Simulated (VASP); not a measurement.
# SnO (Romarchite) (P4/nmm) in VASP: notebook

SnO (Romarchite) is run at these levels: PBEsol; tasks: single point.

All numbers are computed with VASP 6.6.1; they aren't measurements. Logs are shortened: lines on timing, memory, paths and dates and some standing lists are left out, and cuts for length are marked.

## (1) The cell of the first run

Symmetry: P4/nmm, No. 129, tetragonal system. Conventional cell: a = 3.793 Å, b = 3.793 Å, c = 4.758 Å, α = 90.00°, β = 90.00°, γ = 90.00°. Sn (site symmetry 4mm) has 4 O at 2.22 Å within 2.9 Å. Within 2.9 Å of O (site symmetry -4m2) lie 4 Sn at 2.22 Å and 4 O at 2.68 Å.

## (2) Single point, PBEsol

The input, INCAR:

```
  PREC = Accurate
  ENCUT = 520
  EDIFF = 1E-6
  ISMEAR = -1
  SIGMA = 0.02
  LREAL = F
  LASPH = T
  NELM = 80
  ALGO = Normal
  ISIF = 2
  LWAVE = F
  LCHARG = F
  GGA = PS
  NBANDS = 28
```

The input, KPOINTS:

```
regular mesh
0
Gamma
  4 4 4
```

The input, POSCAR:

```
SnO
1.0
    3.7926488508      0.0000000000      0.0000000000
    0.0000000000      3.7926488508      0.0000000000
    0.0000000000      0.0000000000      4.7582138634
Sn O
2 2
Direct
    0.5000000000      0.0000000000      0.2410340823
    0.0000000000      0.5000000000      0.7589659177
    0.0000000000      0.0000000000      0.0000000000
    0.5000000000      0.5000000000      0.0000000000
```

Potentials or basis: VASP PAW PBE potentials, release 64 (Sn_d, O).

Command:

```bash
> cat potpaw_PBE.64/Sn_d/POTCAR potpaw_PBE.64/O/POTCAR > POTCAR
> mpirun -np 1 vasp_std > vasp.out
```

OUTCAR:

```text
PREC = Accurate
   ENCUT = 520
   EDIFF = 1E-6
   ISMEAR = -1
   LREAL = F
   LASPH = T
   NELM = 80
   ISIF = 2
   GGA = PS

 ion  position               nearest neighbor table
   1  0.500  0.000  0.241-   3 2.22   4 2.22   4 2.22   3 2.22   2 3.53   2 3.53   2 3.53   2 3.53
                             2 3.64   2 3.64   2 3.64   2 3.64
   2  0.000  0.500  0.759-   3 2.22   4 2.22   3 2.22   4 2.22   1 3.53   1 3.53   1 3.53   1 3.53
                             1 3.64   1 3.64   1 3.64   1 3.64
   3  0.000  0.000  0.000-   1 2.22   2 2.22   2 2.22   1 2.22
   4  0.500  0.500  0.000-   1 2.22   2 2.22   1 2.22   2 2.22

  LATTYP: Found a simple tetragonal cell.
 ALAT       =     3.7926488508
 C/A-ratio  =     1.2545885608

  Lattice vectors:

 A1 = (   3.7926488508,   0.0000000000,   0.0000000000)
 A2 = (   0.0000000000,   3.7926488508,   0.0000000000)
 A3 = (   0.0000000000,   0.0000000000,   4.7582138634)

Analysis of symmetry for initial positions (statically):
=====================================================================
 Subroutine PRICEL returns:
 Original cell was already a primitive cell.

 Routine SETGRP: Setting up the symmetry group for a
 simple tetragonal supercell.

 Subroutine GETGRP returns: Found 16 space group operations
 (whereof  8 operations were pure point group operations)
 out of a pool of 16 trial point group operations.

The static configuration has the point symmetry D_2d.
 The point group associated with its full space group is D_4h.

Analysis of symmetry for dynamics (positions and initial velocities):
=====================================================================
 Subroutine PRICEL returns:
 Original cell was already a primitive cell.

 Routine SETGRP: Setting up the symmetry group for a
 simple tetragonal supercell.

 Subroutine GETGRP returns: Found 16 space group operations
 (whereof  8 operations were pure point group operations)
 out of a pool of 16 trial point group operations.

The dynamic configuration has the point symmetry D_2d.
 The point group associated with its full space group is D_4h.

 Subroutine INISYM returns: Found 16 space group operations
 (whereof  8 operations are pure point group operations),
 and found     1 'primitive' translations

----------------------------------------------------------------------------------------

                                     Primitive cell

  volume of cell :      68.4430

  direct lattice vectors                    reciprocal lattice vectors
     3.792648851  0.000000000  0.000000000     0.263667964  0.000000000  0.000000000
     0.000000000  3.792648851  0.000000000     0.000000000  0.263667964  0.000000000
     0.000000000  0.000000000  4.758213863     0.000000000  0.000000000  0.210162895

  length of vectors
     3.792648851  3.792648851  4.758213863     0.263667964  0.263667964  0.210162895

  position of ions in fractional coordinates (direct lattice)
     0.500000000  0.000000000  0.241034082
     0.000000000  0.500000000  0.758965918
     0.000000000  0.000000000  0.000000000
     0.500000000  0.500000000  0.000000000

  ion indices of the primitive-cell ions
   primitive index   ion index
                 1           1
                 2           2
                 3           3
                 4           4

----------------------------------------------------------------------------------------

 KPOINTS: regular mesh

Automatic generation of k-mesh.
 Grid dimensions read from file:
 generate k-points for:    4    4    4

 Generating k-lattice:

  Cartesian coordinates                     Fractional coordinates (reciprocal lattice)
     0.065916991  0.000000000  0.000000000     0.250000000  0.000000000  0.000000000
     0.000000000  0.065916991  0.000000000     0.000000000  0.250000000  0.000000000
     0.000000000  0.000000000  0.052540724     0.000000000  0.000000000  0.250000000

  Length of vectors
     0.065916991  0.065916991  0.052540724

  Shift w.r.t. Gamma in fractional coordinates (k-lattice)
     0.000000000  0.000000000  0.000000000

 Subroutine IBZKPT returns following result:
 ===========================================

 Found     18 irreducible k-points:

 Following reciprocal coordinates:
            Coordinates               Weight
  0.000000  0.000000  0.000000      1.000000
  0.250000  0.000000  0.000000      4.000000
  0.500000  0.000000  0.000000      2.000000
  0.250000  0.250000  0.000000      4.000000
  0.500000  0.250000  0.000000      4.000000
  0.500000  0.500000  0.000000      1.000000
[... 10 lines left out ...]
  0.500000  0.250000  0.500000      4.000000
  0.500000  0.500000  0.500000      1.000000
   k-points           NKPTS =     18   k-points in BZ     NKDIM =     18   number of bands    NBANDS=     28
   number of dos      NEDOS =    301   number of ions     NIONS =      4
   total plane-waves  NPLWV =  28224
   dimension x,y,z NGX =    28 NGY =   28 NGZ =   36
   dimension x,y,z NGXF=    56 NGYF=   56 NGZF=   72
   ions per type =               2   2
   NGX,Y,Z   is equivalent  to a cutoff of  12.27, 12.27, 12.58 a.u.
   NGXF,Y,Z  is equivalent  to a cutoff of  24.55, 24.55, 25.16 a.u.
 SYSTEM =  unknown system
   PREC   = accura    normal or accurate (medium, high low for compatibility)
   ISTART =      0    job   : 0-new  1-cont  2-samecut
   ICHARG =      2    charge: 1-file 2-atom 10-const
   ISPIN  =      1    spin polarized calculation?
   LNONCOLLINEAR =      F non collinear calculations
   LSORBIT =      F    spin-orbit coupling
   LASPH  =      T    aspherical Exc in radial PAW
   ENCUT  =  520.0 eV  38.22 Ry    6.18 a.u.   7.05  7.05  8.85*2*pi/ulx,y,z
   NELM   =     80;   NELMIN=  2; NELMDL= -5     # of ELM steps
   EDIFF  = 0.1E-05   stopping-criterion for ELM
   LREAL  =      F    real-space projection
   EDIFFG = 0.1E-04   stopping-criterion for IOM
   NSW    =      0    number of steps for IOM
   IBRION =     -1    ionic relax: 0-MD 1-quasi-New 2-CG
   NFREE  =      0    steps in history (QN), initial steepest desc. (CG)
   ISIF   =      2    stress and relaxation
   ISYM   =      2    0-nonsym 1-usesym 2-fastsym
   POTIM  = 0.5000    time-step for ionic-motion
   TEBEG  =    0.0;   TEEND  =   0.0 temperature during run
   PSTRESS=    0.0 pullay stress
   NELECT =      40.0000    total number of electrons
   NUPDOWN=      -1.0000    fix difference up-down
   EMIN   =  10.00;   EMAX   =-10.00  energy-range for DOS
   EFERMI =   0.00;   METHOD = LEGACY
   ISMEAR =    -1;   SIGMA  =   0.02  broadening in eV -4-tet -1-fermi 0-gaus
   EFERMI_NEDOS =   21; number of points for ismear=-14 and -15
   IALGO  =     38    algorithm
   IMIX   =      4    mixing-type and parameters
     AMIX     =   0.40;   BMIX     =  1.00
     AMIX_MAG =   1.60;   BMIX_MAG =  1.00
  volume/ion in A,a.u.               =      17.11       115.47
  Fermi-wavevector in a.u.,A,eV,Ry     =   1.368732  2.586528 25.489525  1.873427
  Thomas-Fermi vector in A             =   2.494670
   LORBIT       =      0    0 simple, 1 ext, 2 COOP (PROOUT), +10 PAW based schemes
   GGA     = PS    functional components
   LHFCALC =     F    Hartree Fock is set to
   AEXX    =    0.0000 exact exchange contribution
   IVDW    =     0    specifies the selected vdW correction
   LEPSILON=     F    determine dielectric tensor
   LRPA    =     F    only Hartree local field effects (RPA)
 non-spin polarized calculation
  energy-cutoff  :      520.00
  volume of cell :       68.44
 maximum number of plane-waves:      1868
   NGX = 15   NGY = 15   NGZ = 17

 number of electron      39.9999997 magnetization

 Free energy of the ion-electron system (eV)
  ---------------------------------------------------
  ext. energy  EPLUGINS =         0.00000000
  ---------------------------------------------------
  free energy    TOTEN  =       -24.20179435 eV

  energy without entropy =      -24.20082972  energy(sigma->0) =      -24.20131203

 E-fermi :   7.2356     XC(G=0): -10.6172

 val. band max:        6.8211341382   @ k =   0.2500   0.0000   0.0000
 cond. band min:       7.2370707237   @ k =   0.5000   0.5000   0.0000
 fundamental gap:      0.4159365855
 Fermi energy:         7.2355876388

 k-point     1 :       0.0000    0.0000    0.0000
  band No.  band energies     occupation
      1     -14.6768      2.00000
      2     -14.2091      2.00000
      3     -14.2091      2.00000
      4     -14.1968      2.00000
      5     -14.1529      2.00000
      6     -14.1509      2.00000
[... 20 lines left out ...]
     27      13.9789      0.00000
     28      14.3229      0.00000

 k-point     2 :       0.2500    0.0000    0.0000
  band No.  band energies     occupation
      1     -14.6446      2.00000
      2     -14.3186      2.00000
      3     -14.1948      2.00000
      4     -14.1921      2.00000
      5     -14.1647      2.00000
      6     -14.1551      2.00000
[... 20 lines left out ...]
     27      14.4534      0.00000
     28      17.6094      0.00000

 k-point     3 :       0.5000    0.0000    0.0000
  band No.  band energies     occupation
      1     -14.5431      2.00000
      2     -14.5431      2.00000
      3     -14.1646      2.00000
      4     -14.1646      2.00000
      5     -14.1636      2.00000
      6     -14.1636      2.00000
[... 20 lines left out ...]
     27      15.6533      0.00000
     28      15.6533      0.00000

 k-point     4 :       0.2500    0.2500    0.0000
  band No.  band energies     occupation
      1     -14.6343      2.00000
      2     -14.4360      2.00000
      3     -14.1998      2.00000
      4     -14.1641      2.00000
      5     -14.1582      2.00000
      6     -14.1575      2.00000
[... 392 lines left out ...]
     27      17.2933      0.00000
     28      17.7308      0.00000

 k-point    17 :       0.5000    0.2500    0.5000
  band No.  band energies     occupation
      1     -14.5767      2.00000
      2     -14.5767      2.00000
      3     -14.1809      2.00000
      4     -14.1809      2.00000
      5     -14.1441      2.00000
      6     -14.1441      2.00000
[... 20 lines left out ...]
     27      17.5237      0.00000
     28      17.5237      0.00000

 k-point    18 :       0.5000    0.5000    0.5000
  band No.  band energies     occupation
      1     -14.5979      2.00000
      2     -14.5979      2.00000
      3     -14.1602      2.00000
      4     -14.1602      2.00000
      5     -14.1299      2.00000
      6     -14.1299      2.00000
[... 20 lines left out ...]
     27      17.6207      0.00000
     28      17.6207      0.00000

------------------------ aborting loop because EDIFF is reached ----------------------------------------

  FORCE on cell =-STRESS in cart. coord.  units (eV):
  Direction    XX          YY          ZZ          XY          YZ          ZX
  --------------------------------------------------------------------------------------
  -------------------------------------------------------------------------------------
  Total        0.4562117      0.4562117      0.5456690      0.0000000      0.0000000      0.0000000
  in kB       10.6794237     10.6794237     12.7735211      0.0000000      0.0000000      0.0000000
  external PRESSURE =      11.3774562 kB  Pullay stress =       0.0000000 kB

 VOLUME and BASIS-vectors are now :
 -----------------------------------------------------------------------------
  energy-cutoff  :      520.00
  volume of cell :       68.44
      direct lattice vectors                 reciprocal lattice vectors
     3.792648851  0.000000000  0.000000000     0.263667964  0.000000000  0.000000000
     0.000000000  3.792648851  0.000000000     0.000000000  0.263667964  0.000000000
     0.000000000  0.000000000  4.758213863     0.000000000  0.000000000  0.210162895

 POSITION                                       TOTAL-FORCE (eV/Angst)
 -----------------------------------------------------------------------------------
      1.89632      0.00000      1.14689         0.000000      0.000000      0.373521
      0.00000      1.89632      3.61132        -0.000000      0.000000     -0.373521
      0.00000      0.00000      0.00000         0.000000      0.000000      0.000000
      1.89632      1.89632      0.00000         0.000000     -0.000000      0.000000
 -----------------------------------------------------------------------------------
    total drift:                                0.000000      0.000000      0.000000

  FREE ENERGIE OF THE ION-ELECTRON SYSTEM (eV)
  ---------------------------------------------------
  free  energy   TOTEN  =       -24.2017943464 eV

  energy  without entropy=      -24.2008297173  energy(sigma->0) =      -24.20131203
```

Run time: 13 s. Hardware: 1 thread of AMD EPYC 9R45 (Zen 5), shared host; peak memory 0.15 GiB.

Results:

* Free energy: -24.2018 eV
* Pressure: 1.1 GPa
* Largest force: 0.374 eV/Å
* Band gap on the k mesh: zero (band 20 reaches 7.30 eV, above the bottom of band 21 at 7.24 eV)

Forces in eV/Å, atoms in the order of the input:
```
Sn   0.000  0.000  0.374
Sn   0.000  0.000 -0.374
O    0.000  0.000  0.000
O    0.000  0.000  0.000
```

Caveat: the k points lie up to 0.41 Å⁻¹ apart; the PAW data sets were made with another functional, which shifts forces and pressure a little; spin-orbit coupling is left out, which moves the levels of the heavy elements.

## (3) Single point, PBEsol

The input, INCAR:

```
  PREC = Accurate
  ENCUT = 910
  EDIFF = 1E-6
  ISMEAR = -1
  SIGMA = 0.02
  LREAL = F
  LASPH = T
  NELM = 120
  ALGO = Normal
  ISIF = 2
  LWAVE = F
  LCHARG = F
  GGA = PS
  NBANDS = 28
  GGA_COMPAT = F
```

KPOINTS is that of step 2.

POSCAR is that of step 2.

Potentials or basis: VASP PAW PBE potentials, release 64 (Sn_d, O_h).

Command:

```bash
> cat potpaw_PBE.64/Sn_d/POTCAR potpaw_PBE.64/O_h/POTCAR > POTCAR
> mpirun -np 1 vasp_std > vasp.out
```

It took 92 s on 1 thread of Intel Xeon Platinum 8375C at 2.90GHz (Ice Lake), shared host; peak memory 0.29 GiB.

The run converged. Its results:

| Item | Value |
| --- | --- |
| Free energy | -24.2153 eV |
| Pressure | 1.0 GPa |
| Largest force | 0.367 eV/Å |
| Band gap on the k mesh | zero (band 20 reaches 7.53 eV, above the bottom of band 21 at 7.46 eV) |

Forces on the atoms (eV/Å):
```
Sn   0.000  0.000  0.367
Sn   0.000  0.000 -0.367
O    0.000  0.000  0.000
O    0.000  0.000  0.000
```

Stress tensor (GPa, compression positive):
```
0.92 0.00 0.00
0.00 0.92 0.00
0.00 0.00 1.13
```

Levels at points of the mesh, in eV from the Fermi level:
```
           k point  band 17  band 18  band 19  band 20  band 21  band 22  band 23  band 24
(0.00, 0.00, 0.00)    -3.51    -3.21    -3.21     0.06     2.18     4.51     4.69     4.69
(0.50, 0.00, 0.00)    -4.93    -4.93    -2.73    -2.73     3.31     3.31     5.97     5.97
(0.50, 0.50, 0.00)    -2.53    -2.53    -1.82    -1.82     0.00     0.00     4.47     4.47
(0.00, 0.00, 0.50)    -3.23    -3.23    -2.93    -2.19     1.63     2.89     2.89     3.67
(0.50, 0.00, 0.50)    -4.89    -4.89    -1.70    -1.70     2.69     2.69     5.43     5.43
(0.50, 0.50, 0.50)    -2.71    -2.71    -2.54    -2.54     2.36     2.36     4.20     4.20
```

Caveat: the k points lie up to 0.41 Å⁻¹ apart; the cutoff is under 1.25 times the usual one of these potentials, so pressure, stress and relaxed cells hold a basis-set (Pulay) error; the PAW data sets were made with another functional, which shifts forces and pressure a little; spin-orbit coupling is left out, which moves the levels of the heavy elements.
